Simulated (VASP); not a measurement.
# GaN (Cm) in VASP: a series of runs

Runs on GaN. Level: r2SCAN. Tasks: single point.

Everything below comes from runs of VASP 6.6.1. Logs are shortened: lines on timing, memory, paths and dates and some standing lists are left out, and cuts for length are marked.

## Step 1: The cell of the first run

The structure is monoclinic, space group Cm (No. 8). Conventional cell: a = 5.508 Å, b = 3.180 Å, c = 5.166 Å, α = 90.00°, β = 90.00°, γ = 90.00°. Within 2.4 Å of Ga (site symmetry m) lie 4 N at 1.81 to 2.08 Å. Ga (site symmetry m) has 4 N at 1.86 to 2.08 Å within 2.5 Å. Within 2.5 Å of N (site symmetry m) lie 4 Ga at 1.86 to 2.08 Å. N (site symmetry m) has 4 Ga at 1.81 to 2.08 Å within 2.4 Å.

## Step 2: Single point, r2SCAN

File POSCAR:

```
GaN
1.0
    3.1799996605      0.0000000000      0.0000000000
   -1.5899998303      2.7539604900      0.0000000000
    0.0000000000      0.0000000000      5.1660000000
Ga N
2 2
Direct
    0.2965185882      0.6482592941     -0.0276110589
    0.6298519215      0.3149259608      0.4723889411
    0.3333333333      0.6666666667      0.3750000000
    0.6666666667      0.3333333333      0.8750000000
```

File INCAR.step1:

```
SYSTEM = GaN
ALGO = Normal
EDIFF = 1E-4
ENCUT = 520
GGA = PE
ISMEAR = 0
LASPH = .True.
LCHARG = .False.
LREAL = .False.
LWAVE = .True.
NBANDS = 26
NELM = 80
PREC = Accurate
SIGMA = 0.05
```

File INCAR.step2:

```
SYSTEM = GaN
ALGO = Normal
EDIFF = 1E-6
ENCUT = 520
ISIF = 2
ISMEAR = 0
ISTART = 1
LASPH = .True.
LCHARG = .True.
LELF = .True.
LMIXTAU = .True.
LREAL = .False.
LVHAR = .True.
LWAVE = .False.
METAGGA = R2SCAN
NBANDS = 26
NELM = 80
PREC = Accurate
SIGMA = 0.05
```

File KPOINTS:

```
k-points
0
Gamma
  12 12 6
  0 0 0
```

Potentials or basis: VASP PAW PBE potentials, release 64 (Ga_d, N).

Launch:

```console
> cat potpaw_PBE.64/Ga_d/POTCAR potpaw_PBE.64/N/POTCAR > POTCAR
> cp INCAR.step1 INCAR
> mpirun -np 1 vasp_std > vasp.out
> cp INCAR.step2 INCAR
> mpirun -np 1 vasp_std > vasp.out
```

OUTCAR:

```text
SYSTEM = GaN
   EDIFF = 1E-6
   ENCUT = 520
   ISIF = 2
   ISMEAR = 0
   ISTART = 1
   LASPH = .True.
   LREAL = .False.
   METAGGA = R2SCAN
   NELM = 80
   PREC = Accurate

 ion  position               nearest neighbor table
   1  0.297  0.648  0.972-   4 1.81   4 1.95   4 1.95   3 2.08
   2  0.630  0.315  0.472-   3 1.86   3 1.86   3 2.00   4 2.08
   3  0.333  0.667  0.375-   2 1.86   2 1.86   2 2.00   1 2.08
   4  0.667  0.333  0.875-   1 1.81   1 1.95   1 1.95   2 2.08

  LATTYP: Found a hexagonal cell.
 ALAT       =     3.1799996605
 C/A-ratio  =     1.6245284753

  Lattice vectors:

 A1 = (   3.1799996605,   0.0000000000,   0.0000000000)
 A2 = (  -1.5899998303,   2.7539604900,   0.0000000000)
 A3 = (   0.0000000000,   0.0000000000,   5.1660000000)

Analysis of symmetry for initial positions (statically):
=====================================================================
 Subroutine PRICEL returns:
 Original cell was already a primitive cell.

 Routine SETGRP: Setting up the symmetry group for a
 hexagonal supercell.

 Subroutine GETGRP returns: Found  2 space group operations
 (whereof  2 operations were pure point group operations)
 out of a pool of 24 trial point group operations.

The static configuration has the point symmetry C_1h.

Analysis of symmetry for dynamics (positions and initial velocities):
=====================================================================
 Subroutine PRICEL returns:
 Original cell was already a primitive cell.

 Routine SETGRP: Setting up the symmetry group for a
 hexagonal supercell.

 Subroutine GETGRP returns: Found  2 space group operations
 (whereof  2 operations were pure point group operations)
 out of a pool of 24 trial point group operations.

The dynamic configuration has the point symmetry C_1h.

 Subroutine INISYM returns: Found  2 space group operations
 (whereof  2 operations are pure point group operations),
 and found     1 'primitive' translations

----------------------------------------------------------------------------------------

                                     Primitive cell

  volume of cell :      45.2417

  direct lattice vectors                    reciprocal lattice vectors
     3.179999661  0.000000000  0.000000000     0.314465442  0.181556708  0.000000000
    -1.589999830  2.753960490  0.000000000     0.000000000  0.363113416  0.000000000
     0.000000000  0.000000000  5.166000000     0.000000000  0.000000000  0.193573364

  length of vectors
     3.179999661  3.179999661  5.166000000     0.363113416  0.363113416  0.193573364

  position of ions in fractional coordinates (direct lattice)
     0.296518588  0.648259294  0.972388941
     0.629851921  0.314925961  0.472388941
     0.333333333  0.666666667  0.375000000
     0.666666667  0.333333333  0.875000000

  ion indices of the primitive-cell ions
   primitive index   ion index
                 1           1
                 2           2
                 3           3
                 4           4

----------------------------------------------------------------------------------------

 KPOINTS: k-points

Automatic generation of k-mesh.
 Grid dimensions read from file:
 generate k-points for:   12   12    6

 Generating k-lattice:

  Cartesian coordinates                     Fractional coordinates (reciprocal lattice)
     0.026205454  0.015129726  0.000000000     0.083333333  0.000000000  0.000000000
     0.000000000  0.030259451  0.000000000     0.000000000  0.083333333  0.000000000
     0.000000000  0.000000000  0.032262227     0.000000000  0.000000000  0.166666667

  Length of vectors
     0.030259451  0.030259451  0.032262227

  Shift w.r.t. Gamma in fractional coordinates (k-lattice)
     0.000000000  0.000000000  0.000000000

 Subroutine IBZKPT returns following result:
 ===========================================

 Found    242 irreducible k-points:

 Following reciprocal coordinates:
            Coordinates               Weight
  0.000000  0.000000  0.000000      1.000000
  0.083333  0.000000  0.000000      2.000000
  0.000000  0.083333  0.000000      4.000000
  0.166667  0.000000  0.000000      2.000000
  0.000000  0.166667  0.000000      4.000000
  0.250000  0.000000  0.000000      2.000000
[... 16 lines left out ...]
 -0.083333  0.416667  0.000000      4.000000
 -0.416667  0.333333  0.000000      4.000000
 [... further k-points ...]
   k-points           NKPTS =    242   k-points in BZ     NKDIM =    242   number of bands    NBANDS=     26
   number of dos      NEDOS =    301   number of ions     NIONS =      4
   total plane-waves  NPLWV =  23040
   dimension x,y,z NGX =    24 NGY =   24 NGZ =   40
   dimension x,y,z NGXF=    48 NGYF=   48 NGZF=   80
   ions per type =               2   2
   NGX,Y,Z   is equivalent  to a cutoff of  12.55, 12.55, 12.87 a.u.
   NGXF,Y,Z  is equivalent  to a cutoff of  25.09, 25.09, 25.74 a.u.
 SYSTEM =  GaN
   PREC   = accura    normal or accurate (medium, high low for compatibility)
   ISTART =      1    job   : 0-new  1-cont  2-samecut
   ICHARG =      0    charge: 1-file 2-atom 10-const
   ISPIN  =      1    spin polarized calculation?
   LNONCOLLINEAR =      F non collinear calculations
   LSORBIT =      F    spin-orbit coupling
   LASPH  =      T    aspherical Exc in radial PAW
   ENCUT  =  520.0 eV  38.22 Ry    6.18 a.u.   5.91  5.91  9.61*2*pi/ulx,y,z
   NELM   =     80;   NELMIN=  2; NELMDL=  0     # of ELM steps
   EDIFF  = 0.1E-05   stopping-criterion for ELM
   LREAL  =      F    real-space projection
   EDIFFG = 0.1E-04   stopping-criterion for IOM
   NSW    =      0    number of steps for IOM
   IBRION =     -1    ionic relax: 0-MD 1-quasi-New 2-CG
   NFREE  =      0    steps in history (QN), initial steepest desc. (CG)
   ISIF   =      2    stress and relaxation
   ISYM   =      2    0-nonsym 1-usesym 2-fastsym
   POTIM  = 0.5000    time-step for ionic-motion
   TEBEG  =    0.0;   TEEND  =   0.0 temperature during run
   PSTRESS=    0.0 pullay stress
   NELECT =      36.0000    total number of electrons
   NUPDOWN=      -1.0000    fix difference up-down
   EMIN   =  10.00;   EMAX   =-10.00  energy-range for DOS
   EFERMI =   0.00;   METHOD = LEGACY
   ISMEAR =     0;   SIGMA  =   0.05  broadening in eV -4-tet -1-fermi 0-gaus
   EFERMI_NEDOS =   21; number of points for ismear=-14 and -15
   IALGO  =     38    algorithm
   IMIX   =      4    mixing-type and parameters
     AMIX     =   0.40;   BMIX     =  1.00
     AMIX_MAG =   1.60;   BMIX_MAG =  1.00
  volume/ion in A,a.u.               =      11.31        76.33
  Fermi-wavevector in a.u.,A,eV,Ry     =   1.517036  2.866783 31.312431  2.301399
  Thomas-Fermi vector in A             =   2.626346
   LORBIT       =      0    0 simple, 1 ext, 2 COOP (PROOUT), +10 PAW based schemes
   METAGGA = R2SCAN    functional components
   LHFCALC =     F    Hartree Fock is set to
   AEXX    =    0.0000 exact exchange contribution
   IVDW    =     0    specifies the selected vdW correction
   LEPSILON=     F    determine dielectric tensor
   LRPA    =     F    only Hartree local field effects (RPA)
 non-spin polarized calculation
 Gauss-broadening in eV      SIGMA  =   0.05
  energy-cutoff  :      520.00
  volume of cell :       45.24
 maximum number of plane-waves:      1236
   NGX = 11   NGY = 11   NGZ = 19

 number of electron      36.0000003 magnetization

 Free energy of the ion-electron system (eV)
  ---------------------------------------------------
  ext. energy  EPLUGINS =         0.00000000
  ---------------------------------------------------
  free energy    TOTEN  =       -43.46544337 eV

  energy without entropy =      -43.46544337  energy(sigma->0) =      -43.46544337

 E-fermi :   5.6533     XC(G=0): -12.6880

 val. band max:        5.3608341726   @ k =   0.0000   0.0000   0.0000
 cond. band min:       7.5893530927   @ k =   0.0000   0.0000   0.0000
 fundamental gap:      2.2285189202
 Fermi energy:         5.6532608837

 k-point     1 :       0.0000    0.0000    0.0000
  band No.  band energies     occupation
      1     -11.7946      2.00000
      2     -10.8442      2.00000
      3      -8.7325      2.00000
      4      -8.7169      2.00000
      5      -8.6621      2.00000
      6      -8.6607      2.00000
[... 18 lines left out ...]
     25      17.6499      0.00000
     26      17.6961      0.00000

 k-point     2 :       0.0833    0.0000    0.0000
  band No.  band energies     occupation
      1     -11.7234      2.00000
      2     -10.8168      2.00000
      3      -8.7197      2.00000
      4      -8.7152      2.00000
      5      -8.6549      2.00000
      6      -8.6449      2.00000
[... 18 lines left out ...]
     25      17.3246      0.00000
     26      17.8552      0.00000

 k-point     3 :       0.0000    0.0833    0.0000
  band No.  band energies     occupation
      1     -11.7227      2.00000
      2     -10.8156      2.00000
      3      -8.7386      2.00000
      4      -8.6966      2.00000
      5      -8.6597      2.00000
      6      -8.6419      2.00000
[... 18 lines left out ...]
     25      17.2727      0.00000
     26      17.9172      0.00000

 k-point     4 :       0.1667    0.0000    0.0000
  band No.  band energies     occupation
      1     -11.5274      2.00000
      2     -10.7472      2.00000
      3      -8.6967      2.00000
      4      -8.6866      2.00000
      5      -8.6246      2.00000
      6      -8.5981      2.00000
[... 18 lines left out ...]
     25      17.0854      0.00000
     26      18.3361      0.00000
[... 496 lines left out ...]
      1     -10.8844      2.00000
      2     -10.5742      2.00000
      3      -8.6303      2.00000
      4      -8.6166      2.00000
      5      -8.4830      2.00000
      6      -8.4639      2.00000
[... 18 lines left out ...]
     25      17.3720      0.00000
     26      19.5268      0.00000

 k-point    23 :      -0.0833    0.4167    0.0000
  band No.  band energies     occupation
      1     -10.8728      2.00000
      2     -10.5584      2.00000
      3      -8.6511      2.00000
      4      -8.6047      2.00000
      5      -8.4923      2.00000
      6      -8.4668      2.00000
[... 18 lines left out ...]
     25      17.3662      0.00000
     26      19.5785      0.00000

 k-point    24 :      -0.4167    0.3333    0.0000
  band No.  band energies     occupation
      1     -10.8730      2.00000
      2     -10.5637      2.00000
      3      -8.6465      2.00000
      4      -8.6036      2.00000
      5      -8.4936      2.00000
      6      -8.4722      2.00000
[... 18 lines left out ...]
     25      17.3559      0.00000
     26      19.5686      0.00000

 [... further k-points ...]

------------------------ aborting loop because EDIFF is reached ----------------------------------------

  FORCE on cell =-STRESS in cart. coord.  units (eV):
  Direction    XX          YY          ZZ          XY          YZ          ZX
  --------------------------------------------------------------------------------------
  -------------------------------------------------------------------------------------
  Total        2.7655452      2.5013275     -0.9190496      0.2288192      0.5821964      1.0084098
  in kB       97.9382091     88.5812818    -32.5469525      8.1033367     20.6177322     35.7115313
  external PRESSURE =      51.3241795 kB  Pullay stress =       0.0000000 kB

 VOLUME and BASIS-vectors are now :
 -----------------------------------------------------------------------------
  energy-cutoff  :      520.00
  volume of cell :       45.24
      direct lattice vectors                 reciprocal lattice vectors
     3.179999661  0.000000000  0.000000000     0.314465442  0.181556708  0.000000000
    -1.589999830  2.753960490  0.000000000     0.000000000  0.363113416  0.000000000
     0.000000000  0.000000000  5.166000000     0.000000000  0.000000000  0.193573364

 POSITION                                       TOTAL-FORCE (eV/Angst)
 -----------------------------------------------------------------------------------
     -0.08780      1.78528      5.02336         1.838948      1.061717      1.294240
      1.50220      0.86729      2.44036         1.293094      0.746568      1.254964
     -0.00000      1.83597      1.93725        -1.284377     -0.741535     -1.256499
      1.59000      0.91799      4.52025        -1.847666     -1.066750     -1.292705
 -----------------------------------------------------------------------------------
    total drift:                               -0.012339     -0.007107     -0.032880

  FREE ENERGIE OF THE ION-ELECTRON SYSTEM (eV)
  ---------------------------------------------------
  free  energy   TOTEN  =       -43.4654433690 eV

  energy  without entropy=      -43.4654433690  energy(sigma->0) =      -43.46544337
```

Wall time 4.9 min (1 thread of Intel Xeon 6975P-C (Granite Rapids), shared host); peak memory 0.35 GiB.

What came out:

```
Free energy            : -43.4654 eV
Pressure               : 5.1 GPa
Largest force          : 2.495 eV/Å
Band gap on the k mesh : 2.23 eV
```

Forces in eV/Å, atoms in the order of the input:
```
Ga   1.839  1.062  1.294
Ga   1.293  0.747  1.255
N   -1.284 -0.742 -1.256
N   -1.848 -1.067 -1.293
```

Stress tensor (GPa, compression positive):
```
 9.79  0.81  3.57
 0.81  8.86  2.06
 3.57  2.06 -3.25
```

Caveat: the cell differs from its parent crystal (all Ga atoms moved +0.175 Å, as atom 1 towards its neighbour atom 2 (Ga) at 3.169 Å); the cell stands under pressure; the PAW data sets were made with another functional, which shifts forces and pressure a little.

## Step 3: Single point, r2SCAN

Edit POSCAR of step 2 so:

```diff
@@ -8,4 +8,4 @@
 Direct
-    0.2965185882      0.6482592941     -0.0276110589
-    0.6298519215      0.3149259608      0.4723889411
+    0.3754073278      0.6877036639      0.0315554958
+    0.7087406611      0.3543703306      0.5315554958
     0.3333333333      0.6666666667      0.3750000000
```

File INCAR.step1:

```
SYSTEM = GaN
PREC = Accurate
ENCUT = 520
ISMEAR = 0
SIGMA = 0.05
LREAL = .False.
LASPH = .True.
NELM = 60
NBANDS = 26
GGA = PE
ALGO = Normal
EDIFF = 1E-4
LWAVE = .True.
LCHARG = .False.
```

File INCAR.step2:

```
SYSTEM = GaN
PREC = Accurate
ENCUT = 520
EDIFF = 1E-6
ISMEAR = 0
SIGMA = 0.05
LREAL = .False.
LASPH = .True.
NELM = 60
ALGO = Normal
ISIF = 2
LWAVE = .False.
LCHARG = .False.
METAGGA = R2SCAN
LMIXTAU = .True.
NBANDS = 26
ISTART = 1
```

File KPOINTS:

```
Automatic mesh
0
Gamma
  12 12 6
  0 0 0
```

Potentials or basis: VASP PAW PBE potentials, release 64 (Ga_d, N).

Launch:

```console
> cat potpaw_PBE.64/Ga_d/POTCAR potpaw_PBE.64/N/POTCAR > POTCAR
> cp INCAR.step1 INCAR
> mpirun -np 1 vasp_std > vasp.out
> cp INCAR.step2 INCAR
> mpirun -np 1 vasp_std > vasp.out
```

It took 4.3 min on 1 thread of Intel Xeon 6975P-C (Granite Rapids), shared host; peak memory 0.35 GiB.

Results (log left out):

* Free energy: -43.2019 eV
* Pressure: 7.1 GPa
* Largest force: 3.305 eV/Å
* Band gap on the k mesh: 2.15 eV

Forces in eV/Å, atoms in the order of the input:
```
Ga  -0.600 -0.347 -3.165
Ga  -0.927 -0.535 -3.119
N    0.945  0.546  3.120
N    0.582  0.336  3.164
```

Stress tensor (GPa, compression positive):
```
-2.37  0.62 -4.70
 0.62 -3.09 -2.71
-4.70 -2.71 26.62
```

Levels at points of the mesh, in eV from the valence-band top:
```
           k point  band 16  band 17  band 18  band 19  band 20  band 21
(0.00, 0.00, 0.00)    -0.72    -0.03     0.00     2.15     4.94     9.60
(0.50, 0.00, 0.00)    -3.00    -2.99    -0.79     5.42     5.84     6.18
(0.00, 0.50, 0.00)    -3.03    -2.90    -0.76     5.40     5.75     6.15
(0.00, 0.00, 0.50)    -0.93    -0.47    -0.46     4.57     4.57     9.25
(0.50, 0.00, 0.50)    -2.39    -2.11    -1.89     4.40     4.61     8.27
(0.00, 0.50, 0.50)    -2.54    -1.90    -1.81     4.43     4.54     8.33
```

Caveat: the cell differs from its parent crystal (all Ga atoms moved -0.200 Å, as atom 1 towards its neighbour atom 2 (Ga) at 3.169 Å); the cell stands under pressure; the PAW data sets were made with another functional, which shifts forces and pressure a little.
